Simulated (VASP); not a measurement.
# B2WN4 (C2/m) in VASP: single point with PBEsol

Aim: the single point of B2WN4 with PBEsol.

Program: VASP 6.6.1. These are calculated values, not measurements. Logs are shortened: lines on timing, memory, paths and dates and some standing lists are left out, and cuts for length are marked.

### 1 The cell of the first run

It takes space group C2/m (No. 12, monoclinic). The conventional cell has a = 10.430 Å, b = 5.018 Å, c = 2.740 Å, α = 90.00°, β = 90.25°, γ = 90.00°. Within 1.8 Å of B (site symmetry m) lie 2 N at 1.34 Å. Within 2.8 Å of W (site symmetry 2/m) lie 8 N at 2.15 Å and 2 W at 2.74 Å. Within 1.8 Å of N (site symmetry 1) lie 1 B at 1.34 Å.

### 2 Single point, PBEsol

The input, INCAR:

```
  PREC = Accurate
  ENCUT = 520
  EDIFF = 1E-7
  ISMEAR = -1
  SIGMA = 0.03
  LREAL = False
  LASPH = True
  NELM = 100
  ALGO = Normal
  ISIF = 2
  LWAVE = False
  LCHARG = False
  GGA = PS
  NBANDS = 29
```

The input, KPOINTS:

```
Automatic mesh
0
Gamma
  6 6 6
```

The input, POSCAR:

```
B2WN4
1.0
    5.2148210766     -2.5089400848      0.0544534413
    5.2148210766      2.5089400848      0.0544534413
   -0.0404088364      0.0000000000      2.7394658750
B W N
2 1 4
Direct
    0.3686920985      0.3686920985      0.4977441972
    0.6313079015      0.6313079015      0.5022558028
    0.0000000000      0.0000000000      0.0000000000
    0.1267073308      0.6521727112      0.4979079513
    0.3478272888      0.8732926692      0.5020920487
    0.8732926692      0.3478272888      0.5020920487
    0.6521727112      0.1267073308      0.4979079513
```

Potentials or basis: VASP PAW PBE potentials, release 64 (B, W_sv, N).

Command:

```bash
cat potpaw_PBE.64/B/POTCAR potpaw_PBE.64/W_sv/POTCAR potpaw_PBE.64/N/POTCAR > POTCAR
mpirun -np 1 vasp_std > vasp.out
```

OUTCAR:

```text
PREC = Accurate
   ENCUT = 520
   EDIFF = 1E-7
   ISMEAR = -1
   LREAL = False
   LASPH = True
   NELM = 100
   ISIF = 2
   GGA = PS

 ion  position               nearest neighbor table
   1  0.369  0.369  0.498-   4 1.34   7 1.34
   2  0.631  0.631  0.502-   5 1.34   6 1.34
   3  0.000  0.000  0.000-   4 2.15   5 2.15   6 2.15   7 2.15   5 2.15   6 2.15   4 2.15   7 2.15

   4  0.127  0.652  0.498-   1 1.34   3 2.15   3 2.15
   5  0.348  0.873  0.502-   2 1.34   3 2.15   3 2.15
   6  0.873  0.348  0.502-   2 1.34   3 2.15   3 2.15
   7  0.652  0.127  0.498-   1 1.34   3 2.15   3 2.15

  LATTYP: Found a base centered monoclinic cell.
 ALAT       =    10.4302107435
 B/A-ratio  =     0.4810909667
 C/A-ratio  =     0.2626757938
 COS(beta)  =    -0.0043078688

  Lattice vectors:

 A1 = (   5.2148210766,  -2.5089400848,   0.0544534413)
 A2 = (   5.2148210766,   2.5089400848,   0.0544534413)
 A3 = (  -0.0404088364,   0.0000000000,   2.7394658750)

Analysis of symmetry for initial positions (statically):
=====================================================================
 Subroutine PRICEL returns:
 Original cell was already a primitive cell.

 Routine SETGRP: Setting up the symmetry group for a
 base centered monoclinic supercell.

 Subroutine GETGRP returns: Found  4 space group operations
 (whereof  4 operations were pure point group operations)
 out of a pool of  4 trial point group operations.

The static configuration has the point symmetry C_2h.

Analysis of symmetry for dynamics (positions and initial velocities):
=====================================================================
 Subroutine PRICEL returns:
 Original cell was already a primitive cell.

 Routine SETGRP: Setting up the symmetry group for a
 base centered monoclinic supercell.

 Subroutine GETGRP returns: Found  4 space group operations
 (whereof  4 operations were pure point group operations)
 out of a pool of  4 trial point group operations.

The dynamic configuration has the point symmetry C_2h.

 Subroutine INISYM returns: Found  4 space group operations
 (whereof  4 operations are pure point group operations),
 and found     1 'primitive' translations

----------------------------------------------------------------------------------------

                                     Primitive cell

  volume of cell :      71.6956

  direct lattice vectors                    reciprocal lattice vectors
     5.214821077 -2.508940085  0.054453441     0.095865801 -0.199287342  0.001414081
     5.214821077  2.508940085  0.054453441     0.095865801  0.199287342  0.001414081
    -0.040408836  0.000000000  2.739465875    -0.003811124  0.000000000  0.364978446

  length of vectors
     5.787236334  5.787236334  2.739763887     0.221150844  0.221150844  0.364998343

  position of ions in fractional coordinates (direct lattice)
     0.368692098  0.368692098  0.497744197
     0.631307902  0.631307902  0.502255803
     0.000000000  0.000000000  0.000000000
     0.126707331  0.652172711  0.497907951
     0.347827289  0.873292669  0.502092049
     0.873292669  0.347827289  0.502092049
     0.652172711  0.126707331  0.497907951

  ion indices of the primitive-cell ions
   primitive index   ion index
                 1           1
                 2           2
                 3           3
                 4           4
                 5           5
                 6           6
                 7           7

----------------------------------------------------------------------------------------

 KPOINTS: Automatic mesh

Automatic generation of k-mesh.
 Grid dimensions read from file:
 generate k-points for:    6    6    6

 Generating k-lattice:

  Cartesian coordinates                     Fractional coordinates (reciprocal lattice)
     0.015977633 -0.033214557  0.000235680     0.166666667  0.000000000  0.000000000
     0.015977633  0.033214557  0.000235680     0.000000000  0.166666667  0.000000000
    -0.000635187  0.000000000  0.060829741     0.000000000  0.000000000  0.166666667

  Length of vectors
     0.036858474  0.036858474  0.060833057

  Shift w.r.t. Gamma in fractional coordinates (k-lattice)
     0.000000000  0.000000000  0.000000000

 Subroutine IBZKPT returns following result:
 ===========================================

 Found     68 irreducible k-points:

 Following reciprocal coordinates:
            Coordinates               Weight
  0.000000  0.000000  0.000000      1.000000
  0.166667  0.000000 -0.000000      4.000000
  0.333333  0.000000 -0.000000      4.000000
  0.500000 -0.000000  0.000000      2.000000
  0.166667  0.166667 -0.000000      2.000000
  0.333333  0.166667 -0.000000      4.000000
[... 16 lines left out ...]
 -0.333333  0.166667  0.166667      4.000000
 -0.166667  0.166667  0.166667      4.000000
 [... further k-points ...]
   k-points           NKPTS =     68   k-points in BZ     NKDIM =     68   number of bands    NBANDS=     29
   number of dos      NEDOS =    301   number of ions     NIONS =      7
   total plane-waves  NPLWV =  46080
   dimension x,y,z NGX =    48 NGY =   48 NGZ =   20
   dimension x,y,z NGXF=    96 NGYF=   96 NGZF=   40
   ions per type =               2   1   4
   NGX,Y,Z   is equivalent  to a cutoff of  13.79, 13.79, 12.14 a.u.
   NGXF,Y,Z  is equivalent  to a cutoff of  27.58, 27.58, 24.27 a.u.
 SYSTEM =  unknown system
   PREC   = accura    normal or accurate (medium, high low for compatibility)
   ISTART =      0    job   : 0-new  1-cont  2-samecut
   ICHARG =      2    charge: 1-file 2-atom 10-const
   ISPIN  =      1    spin polarized calculation?
   LNONCOLLINEAR =      F non collinear calculations
   LSORBIT =      F    spin-orbit coupling
   LASPH  =      T    aspherical Exc in radial PAW
   ENCUT  =  520.0 eV  38.22 Ry    6.18 a.u.  10.76 10.76  5.09*2*pi/ulx,y,z
   NELM   =    100;   NELMIN=  2; NELMDL= -5     # of ELM steps
   EDIFF  = 0.1E-06   stopping-criterion for ELM
   LREAL  =      F    real-space projection
   EDIFFG = 0.1E-05   stopping-criterion for IOM
   NSW    =      0    number of steps for IOM
   IBRION =     -1    ionic relax: 0-MD 1-quasi-New 2-CG
   NFREE  =      0    steps in history (QN), initial steepest desc. (CG)
   ISIF   =      2    stress and relaxation
   ISYM   =      2    0-nonsym 1-usesym 2-fastsym
   POTIM  = 0.5000    time-step for ionic-motion
   TEBEG  =    0.0;   TEEND  =   0.0 temperature during run
   PSTRESS=    0.0 pullay stress
   NELECT =      40.0000    total number of electrons
   NUPDOWN=      -1.0000    fix difference up-down
   EMIN   =  10.00;   EMAX   =-10.00  energy-range for DOS
   EFERMI =   0.00;   METHOD = LEGACY
   ISMEAR =    -1;   SIGMA  =   0.03  broadening in eV -4-tet -1-fermi 0-gaus
   EFERMI_NEDOS =   21; number of points for ismear=-14 and -15
   IALGO  =     38    algorithm
   IMIX   =      4    mixing-type and parameters
     AMIX     =   0.40;   BMIX     =  1.00
     AMIX_MAG =   1.60;   BMIX_MAG =  1.00
  volume/ion in A,a.u.               =      10.24        69.12
  Fermi-wavevector in a.u.,A,eV,Ry     =   1.347713  2.546808 24.712665  1.816330
  Thomas-Fermi vector in A             =   2.475441
   LORBIT       =      0    0 simple, 1 ext, 2 COOP (PROOUT), +10 PAW based schemes
   GGA     = PS    functional components
   LHFCALC =     F    Hartree Fock is set to
   AEXX    =    0.0000 exact exchange contribution
   IVDW    =     0    specifies the selected vdW correction
   LEPSILON=     F    determine dielectric tensor
   LRPA    =     F    only Hartree local field effects (RPA)
 non-spin polarized calculation
  energy-cutoff  :      520.00
  volume of cell :       71.70
 maximum number of plane-waves:      1949
 NGX is ok and might be reduce to    48
   NGX = 21   NGY = 21   NGZ = 11

 number of electron      40.0000005 magnetization

 Free energy of the ion-electron system (eV)
  ---------------------------------------------------
  ext. energy  EPLUGINS =         0.00000000
  ---------------------------------------------------
  free energy    TOTEN  =       -60.84493052 eV

  energy without entropy =      -60.83886455  energy(sigma->0) =      -60.84189753

 E-fermi :   4.8003     XC(G=0): -11.2337

 val. band max:        4.7846879723   @ k =  -0.3333   0.1667   0.1667
 cond. band min:       4.8486234415   @ k =   0.3333   0.1667  -0.0000
 fundamental gap:      0.0639354692
 Fermi energy:         4.8002626600

 k-point     1 :       0.0000    0.0000    0.0000
  band No.  band energies     occupation
      1     -70.3808      2.00000
      2     -34.6015      2.00000
      3     -34.5564      2.00000
      4     -34.0607      2.00000
      5     -12.8203      2.00000
      6     -10.5570      2.00000
[... 21 lines left out ...]
     28      11.5316      0.00000
     29      13.4866      0.00000

 k-point     2 :       0.1667    0.0000   -0.0000
  band No.  band energies     occupation
      1     -70.3808      2.00000
      2     -34.6018      2.00000
      3     -34.5563      2.00000
      4     -34.0607      2.00000
      5     -12.7056      2.00000
      6     -10.7525      2.00000
[... 21 lines left out ...]
     28      11.4530      0.00000
     29      13.9693      0.00000

 k-point     3 :       0.3333    0.0000   -0.0000
  band No.  band energies     occupation
      1     -70.3808      2.00000
      2     -34.6022      2.00000
      3     -34.5563      2.00000
      4     -34.0606      2.00000
      5     -12.3838      2.00000
      6     -11.2318      2.00000
[... 638 lines left out ...]
      5     -11.7060      2.00000
      6     -11.4668      2.00000
[... 21 lines left out ...]
     28      12.0887      0.00000
     29      13.5070      0.00000

 k-point    24 :      -0.1667    0.1667    0.1667
  band No.  band energies     occupation
      1     -70.3656      2.00000
      2     -34.5681      2.00000
      3     -34.5237      2.00000
      4     -34.3141      2.00000
      5     -12.0906      2.00000
      6     -11.0346      2.00000
[... 21 lines left out ...]
     28      11.6738      0.00000
     29      13.2223      0.00000

 [... further k-points ...]

------------------------ aborting loop because EDIFF is reached ----------------------------------------

  FORCE on cell =-STRESS in cart. coord.  units (eV):
  Direction    XX          YY          ZZ          XY          YZ          ZX
  --------------------------------------------------------------------------------------
  -------------------------------------------------------------------------------------
  Total        0.1564149      0.2481652      0.2902346      0.0000000      0.0000000     -0.0015764
  in kB        3.4953952      5.5457323      6.4858547      0.0000000      0.0000000     -0.0352269
  external PRESSURE =       5.1756607 kB  Pullay stress =       0.0000000 kB

 VOLUME and BASIS-vectors are now :
 -----------------------------------------------------------------------------
  energy-cutoff  :      520.00
  volume of cell :       71.70
      direct lattice vectors                 reciprocal lattice vectors
     5.214821077 -2.508940085  0.054453441     0.095865801 -0.199287342  0.001414081
     5.214821077  2.508940085  0.054453441     0.095865801  0.199287342  0.001414081
    -0.040408836  0.000000000  2.739465875    -0.003811124  0.000000000  0.364978446

 POSITION                                       TOTAL-FORCE (eV/Angst)
 -----------------------------------------------------------------------------------
      3.82521      0.00000      1.40371        -0.011531      0.000000     -0.000236
      6.56402      0.00000      1.44467         0.011531      0.000000      0.000236
      0.00000      0.00000      0.00000        -0.000000      0.000000      0.000000
      4.04160      1.31836      1.40641        -0.041651     -0.035267     -0.000473
      6.34763      1.31836      1.44196         0.041651     -0.035267      0.000473
      6.34763     -1.31836      1.44196         0.041651      0.035267      0.000473
      4.04160     -1.31836      1.40641        -0.041651      0.035267     -0.000473
 -----------------------------------------------------------------------------------
    total drift:                               -0.000000     -0.000000     -0.000000

  FREE ENERGIE OF THE ION-ELECTRON SYSTEM (eV)
  ---------------------------------------------------
  free  energy   TOTEN  =       -60.8449305213 eV

  energy  without entropy=      -60.8388645470  energy(sigma->0) =      -60.84189753
```

Wall time 58 s (1 thread of Intel Xeon 6975P-C (Granite Rapids), shared host); peak memory 0.28 GiB.

Results:

```yaml
Free_energy: -60.8449 eV
Pressure: 0.5 GPa
Largest_force: 0.055 eV/Å
Band_gap_on_the_k_mesh: zero (bands 20 and 21 overlap by 1.10 eV)
```

Forces on the atoms (eV/Å):
```
B   -0.012  0.000  0.000
B    0.012  0.000  0.000
W    0.000  0.000  0.000
N   -0.042 -0.035  0.000
N    0.042 -0.035  0.000
N    0.042  0.035  0.000
N   -0.042  0.035  0.000
```

Stress tensor (GPa, compression positive):
```
0.35 0.00 0.00
0.00 0.55 0.00
0.00 0.00 0.65
```

Caveat: the k points lie up to 0.38 Å⁻¹ apart, too coarse for converged energies and pressures of a metal; the PAW data sets were made with another functional, which shifts forces and pressure a little; spin-orbit coupling is left out, which moves the levels of the heavy elements.
